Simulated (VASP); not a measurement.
# Fe (P6_3/mmc) in VASP: notebook

Runs on Fe. Level: PBE. Tasks: single point.

All numbers are computed with VASP 6.6.1; they aren't measurements. Logs are shortened: lines on timing, memory, paths and dates and some standing lists are left out, and cuts for length are marked.

**1. The cell of the first run**

Symmetry: P6_3/mmc, No. 194, hexagonal system. The conventional cell has a = 2.545 Å, b = 2.545 Å, c = 8.193 Å, α = 90.00°, β = 90.00°, γ = 120.00°. Fe (site symmetry -3m) has 12 Fe at 2.52 to 2.55 Å within 3.3 Å. Fe (site symmetry -6m2) has 12 Fe at 2.52 to 2.55 Å within 3.3 Å.

**2. Single point, PBE (volume scaled by 1.12)**

INCAR

```
PREC     = Accurate       # precision mode
ENCUT    = 520            # plane-wave cutoff, eV
EDIFF    = 1E-6           # SCF threshold, eV
ISMEAR   = -1             # smearing method
SIGMA    = 0.1            # smearing width, eV
LREAL    = False          # projectors in reciprocal space
LASPH    = True           # aspherical terms in the spheres
NELM     = 100            # most SCF steps
ALGO     = Normal         # electronic algorithm
ISIF     = 2              # what is computed and relaxed
LWAVE    = False          # write WAVECAR
LCHARG   = False          # write CHGCAR
GGA      = PE             # functional
NBANDS   = 24             # bands
```

KPOINTS

```
regular mesh
0
Gamma
  17 17 5
```

POSCAR

```
Fe
1.0
    2.5453869589      0.0000000000      0.0000000000
   -1.2726934795      2.2043697688      0.0000000000
    0.0000000000      0.0000000000      8.1931231552
Fe
4
Direct
    1.0000000000      1.0000000000      0.0000000000
    0.0000000000      0.0000000000      0.5000000000
    0.3333333333      0.6666666667      0.2500000000
    0.6666666667      0.3333333333      0.7500000000
```

Potentials or basis: VASP PAW PBE potentials, release 64 (Fe).

Command:

```bash
$ cat potpaw_PBE.64/Fe/POTCAR > POTCAR
$ mpirun -np 1 vasp_std > vasp.out
```

OUTCAR:

```text
PREC = Accurate
   ENCUT = 520
   EDIFF = 1E-6
   ISMEAR = -1
   LREAL = False
   LASPH = True
   NELM = 100
   ISIF = 2
   GGA = PE

 ion  position               nearest neighbor table
   1  0.000  0.000  0.000-   3 2.52   4 2.52   3 2.52   4 2.52   4 2.52   3 2.52
   2  0.000  0.000  0.500-   3 2.52   4 2.52   3 2.52   4 2.52   4 2.52   3 2.52
   3  0.333  0.667  0.250-   1 2.52   2 2.52   1 2.52   2 2.52   1 2.52   2 2.52
   4  0.667  0.333  0.750-   1 2.52   2 2.52   1 2.52   2 2.52   1 2.52   2 2.52

  LATTYP: Found a hexagonal cell.
 ALAT       =     2.5453869589
 C/A-ratio  =     3.2188124193

  Lattice vectors:

 A1 = (   2.5453869589,   0.0000000000,   0.0000000000)
 A2 = (  -1.2726934795,   2.2043697688,   0.0000000000)
 A3 = (   0.0000000000,   0.0000000000,   8.1931231552)

Analysis of symmetry for initial positions (statically):
=====================================================================
 Subroutine PRICEL returns:
 Original cell was already a primitive cell.

 Routine SETGRP: Setting up the symmetry group for a
 hexagonal supercell.

 Subroutine GETGRP returns: Found 24 space group operations
 (whereof 12 operations were pure point group operations)
 out of a pool of 24 trial point group operations.

The static configuration has the point symmetry D_3d.
 The point group associated with its full space group is D_6h.

Analysis of symmetry for dynamics (positions and initial velocities):
=====================================================================
 Subroutine PRICEL returns:
 Original cell was already a primitive cell.

 Routine SETGRP: Setting up the symmetry group for a
 hexagonal supercell.

 Subroutine GETGRP returns: Found 24 space group operations
 (whereof 12 operations were pure point group operations)
 out of a pool of 24 trial point group operations.

The dynamic configuration has the point symmetry D_3d.
 The point group associated with its full space group is D_6h.

 Subroutine INISYM returns: Found 24 space group operations
 (whereof 12 operations are pure point group operations),
 and found     1 'primitive' translations

----------------------------------------------------------------------------------------

                                     Primitive cell

  volume of cell :      45.9714

  direct lattice vectors                    reciprocal lattice vectors
     2.545386959  0.000000000  0.000000000     0.392867574  0.226822200  0.000000000
    -1.272693480  2.204369769  0.000000000     0.000000000  0.453644399  0.000000000
[... 84 lines left out ...]
   LNONCOLLINEAR =      F non collinear calculations
   LSORBIT =      F    spin-orbit coupling
   LASPH  =      T    aspherical Exc in radial PAW
   ENCUT  =  520.0 eV  38.22 Ry    6.18 a.u.   4.73  4.73 15.23*2*pi/ulx,y,z
   NELM   =    100;   NELMIN=  2; NELMDL= -5     # of ELM steps
   EDIFF  = 0.1E-05   stopping-criterion for ELM
   LREAL  =      F    real-space projection
   EDIFFG = 0.1E-04   stopping-criterion for IOM
   NSW    =      0    number of steps for IOM
   IBRION =     -1    ionic relax: 0-MD 1-quasi-New 2-CG
   NFREE  =      0    steps in history (QN), initial steepest desc. (CG)
   ISIF   =      2    stress and relaxation
   ISYM   =      2    0-nonsym 1-usesym 2-fastsym
   POTIM  = 0.5000    time-step for ionic-motion
   TEBEG  =    0.0;   TEEND  =   0.0 temperature during run
   PSTRESS=    0.0 pullay stress
   NELECT =      32.0000    total number of electrons
   NUPDOWN=      -1.0000    fix difference up-down
   EMIN   =  10.00;   EMAX   =-10.00  energy-range for DOS
   EFERMI =   0.00;   METHOD = LEGACY
   ISMEAR =    -1;   SIGMA  =   0.10  broadening in eV -4-tet -1-fermi 0-gaus
   EFERMI_NEDOS =   21; number of points for ismear=-14 and -15
   IALGO  =     38    algorithm
   IMIX   =      4    mixing-type and parameters
     AMIX     =   0.40;   BMIX     =  1.00
     AMIX_MAG =   1.60;   BMIX_MAG =  1.00
  volume/ion in A,a.u.               =      11.49        77.56
  Fermi-wavevector in a.u.,A,eV,Ry     =   1.450871  2.741749 28.640641  2.105028
  Thomas-Fermi vector in A             =   2.568434
   LORBIT       =      0    0 simple, 1 ext, 2 COOP (PROOUT), +10 PAW based schemes
   GGA     = PE    functional components
   LHFCALC =     F    Hartree Fock is set to
   AEXX    =    0.0000 exact exchange contribution
   IVDW    =     0    specifies the selected vdW correction
   LEPSILON=     F    determine dielectric tensor
   LRPA    =     F    only Hartree local field effects (RPA)
 non-spin polarized calculation
  energy-cutoff  :      520.00
  volume of cell :       45.97
 maximum number of plane-waves:      1255
 NGX is ok and might be reduce to    20
   NGX =  9   NGY =  9   NGZ = 31

 number of electron      31.9999993 magnetization

 Free energy of the ion-electron system (eV)
  ---------------------------------------------------
  ext. energy  EPLUGINS =         0.00000000
  ---------------------------------------------------
  free energy    TOTEN  =       -32.06951382 eV

  energy without entropy =      -31.80461265  energy(sigma->0) =      -31.93706324

 E-fermi :   5.6073     XC(G=0): -13.1012

 val. band max:        5.6067872188   @ k =   0.3529   0.2941   0.0000
 cond. band min:       5.6073213701   @ k =   0.1765  -0.0000   0.2000
 fundamental gap:      0.0005341512
 Fermi energy:         5.6073044174

 k-point     1 :       0.0000    0.0000    0.0000
  band No.  band energies     occupation
      1      -2.6043      2.00000
      2      -0.3923      2.00000
      3      -0.3864      2.00000
      4       1.3674      2.00000
      5       3.8047      2.00000
      6       3.8089      2.00000
[... 637 lines left out ...]
     23       7.1177      0.00000
     24      12.0278      0.00000

 [... further k-points ...]
[... 5 lines left out ...]
  --------------------------------------------------------------------------------------
  -------------------------------------------------------------------------------------
  Total       -7.1292072     -7.1292072     -7.2789535      0.0000000      0.0000000     -0.0000000
  in kB     -248.4643451   -248.4643451   -253.6832441      0.0000000      0.0000000     -0.0000000
  external PRESSURE =    -250.2039781 kB  Pullay stress =       0.0000000 kB

 VOLUME and BASIS-vectors are now :
 -----------------------------------------------------------------------------
  energy-cutoff  :      520.00
  volume of cell :       45.97
      direct lattice vectors                 reciprocal lattice vectors
     2.545386959  0.000000000  0.000000000     0.392867574  0.226822200  0.000000000
    -1.272693480  2.204369769  0.000000000     0.000000000  0.453644399  0.000000000
     0.000000000  0.000000000  8.193123155     0.000000000  0.000000000  0.122053578

 POSITION                                       TOTAL-FORCE (eV/Angst)
 -----------------------------------------------------------------------------------
      0.00000      0.00000      0.00000         0.000000      0.000000      0.000000
      0.00000      0.00000      4.09656         0.000000      0.000000      0.000000
     -0.00000      1.46958      2.04828        -0.000000      0.000000      0.000000
      1.27269      0.73479      6.14484        -0.000000     -0.000000      0.000000
 -----------------------------------------------------------------------------------
    total drift:                                0.000000     -0.000000      0.000000

  FREE ENERGIE OF THE ION-ELECTRON SYSTEM (eV)
  ---------------------------------------------------
  free  energy   TOTEN  =       -32.0695138219 eV

  energy  without entropy=      -31.8046126545  energy(sigma->0) =      -31.93706324
```

OSZICAR:

```text
N       E                     dE             d eps       ncg     rms          rms(c)
DAV:   1     0.223267687829E+03    0.22327E+03   -0.14044E+04  4832   0.174E+03
DAV:   2    -0.250950178300E+02   -0.24836E+03   -0.23290E+03  4832   0.343E+02
DAV:   3    -0.383603225303E+02   -0.13265E+02   -0.11563E+02  5416   0.109E+02
DAV:   4    -0.387311376904E+02   -0.37082E+00   -0.36158E+00  4944   0.194E+01
DAV:   5    -0.387349670430E+02   -0.38294E-02   -0.38280E-02  5144   0.160E+00    0.222E+01
DAV:   6    -0.328682958922E+02    0.58667E+01   -0.54482E+01  4808   0.103E+02    0.667E+00
DAV:   7    -0.322498657520E+02    0.61843E+00   -0.51583E+00  5040   0.337E+01    0.594E+00
DAV:   8    -0.325911038582E+02   -0.34124E+00   -0.25912E+00  5792   0.295E+01    0.108E+01
DAV:   9    -0.320904771125E+02    0.50063E+00   -0.83210E-01  6104   0.176E+01    0.843E-01
DAV:  10    -0.320742687349E+02    0.16208E-01   -0.34108E-02  5128   0.193E+00    0.326E-01
DAV:  11    -0.320696061174E+02    0.46626E-02   -0.18408E-03  5680   0.446E-01    0.635E-02
DAV:  12    -0.320695156218E+02    0.90496E-04   -0.32947E-04  4792   0.275E-01    0.338E-02
DAV:  13    -0.320695138168E+02    0.18050E-05   -0.15320E-05  5296   0.573E-02    0.129E-02
DAV:  14    -0.320695138219E+02   -0.50977E-08   -0.14816E-06  2528   0.155E-02
   1 F= -.32069514E+02 E0= -.31937063E+02  d E =-.264901E+00
```

stdout:

```text
POSCAR found type information on POSCAR Fe
 POSCAR found :  1 types and       4 ions
 scaLAPACK will be used
 LDA part: xc-table for (Slater+PW92), standard interpolation
 POSCAR, INCAR and KPOINTS ok, starting setup
 FFT: planning ... GRIDC
 FFT: planning ... GRID_SOFT
 FFT: planning ... GRID
 WAVECAR not read
 entering main loop
```

Run time: 55 s. Hardware: 1 thread of Intel Xeon 6975P-C (Granite Rapids), shared host; peak memory 0.21 GiB.

Results:

```
Free energy            : -32.0695 eV
Pressure               : -25.0 GPa
Band gap on the k mesh : zero (band 16 reaches 6.37 eV, above the bottom of band 17 at 4.93 eV)
```

Levels at points of the mesh, in eV from the Fermi level:
| k point | band 12 | band 13 | band 14 | band 15 | band 16 | band 17 | band 18 | band 19 | band 20 | band 21 |
| --- | --- | --- | --- | --- | --- | --- | --- | --- | --- | --- |
| (0.00, 0.00, 0.00) | -1.17 | -1.17 | -1.10 | -1.10 | -0.39 | -0.39 | -0.01 | -0.01 | 0.28 | 0.28 |

Caveat: the cell differs from its parent crystal (volume scaled by 1.12); the run has no spin polarisation, though such a crystal can be magnetic. Spin polarisation is off, so any magnetic state and its effect on volume and gap are missing.

**3. Single point, PBE**

This run uses another cell than the first one, of 10.26 Å³/atom, 0.893 times its volume.

INCAR

```
PREC = Accurate ; ENCUT = 520
EDIFF = 1E-6 ; ISMEAR = -1
SIGMA = 0.1 ; LREAL = F
LASPH = T ; NELM = 100
ALGO = Normal ; ISIF = 2
LWAVE = F ; LCHARG = F
GGA = PE ; NBANDS = 24
```

KPOINTS

```
regular mesh
0
Gamma
  19 19 6
```

POSCAR

```
Fe
1.0
    2.4510253733      0.0000000000      0.0000000000
   -1.2255126867      2.1226502386      0.0000000000
    0.0000000000      0.0000000000      7.8893909116
Fe
4
Direct
    1.0000000000      1.0000000000      0.0000000000
    0.0000000000      0.0000000000      0.5000000000
    0.3333333333      0.6666666667      0.2500000000
    0.6666666667      0.3333333333      0.7500000000
```

Potentials or basis: VASP PAW PBE potentials, release 64 (Fe).

Command:

```bash
$ cat potpaw_PBE.64/Fe/POTCAR > POTCAR
$ mpirun -np 1 vasp_std > vasp.out
```

Wall time 69 s (1 thread of Intel Xeon 6975P-C (Granite Rapids), shared host); peak memory 0.24 GiB.

Results (log left out):

```
Free energy            : -32.5048 eV
Pressure               : -0.6 GPa
Band gap on the k mesh : zero (band 16 reaches 7.74 eV, above the bottom of band 17 at 6.04 eV)
```

Levels at points of the mesh, in eV from the Fermi level:
| k point | band 14 | band 15 | band 16 | band 17 | band 18 | band 19 |
| --- | --- | --- | --- | --- | --- | --- |
| (0.00, 0.00, 0.00) | -1.31 | -1.31 | -0.46 | -0.46 | -0.02 | -0.02 |
| (0.00, 0.00, 0.50) | -1.50 | -1.18 | -1.18 | -0.22 | -0.22 | -0.22 |

Caveat: the run has no spin polarisation, though such a crystal can be magnetic.
